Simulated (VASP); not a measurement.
Runs of VASP 6.6.1 on Ga2S. The structure is that of space group Fm-3m (No. 225), or close to it. The cells are those of the table. 

```tsv
task	cell	k mesh	cutoff (eV)	gap on the mesh (eV)	pressure (GPa)	relaxed volume (Å³/atom)
single point	a = 4.269 Å, angles 60.0°, 3 atoms	6 × 6 × 6	520	none	(a)	-
relaxation of cell and atoms	relaxed from a = 4.269 Å, angles 60.0°, 3 atoms	6 × 6 × 6	600	none	-0.2	25.09
single point	a = 4.742 Å, angles 60.0°, 3 atoms	12 × 12 × 12	520	none	0.0	-
relaxation of cell and atoms	relaxed from a = 4.717 Å, angles 60.0°, 3 atoms	12 × 12 × 12	600	none	0.0	25.13
single point	a = 4.717 Å, angles 60.0°, 3 atoms	6 × 6 × 6	520	none	0.1	-
```

Alike in all rows: level PBE; potentials or basis VASP PAW PBE potentials, release 64 (Ga_d, S); no spin polarisation; smearing gaussian 0.1 eV.

Estimate the missing entries.

(a) 13.6.

Caveats: the cell stands under pressure (at least some runs); the volume moved by over 15 % at a fixed basis, so the end points are rough (at least some runs).

A k mesh can miss the band edges, and the runs leave out spin-orbit coupling on Ga.

A gap of «none» marks levels without a gap at the run's occupations.
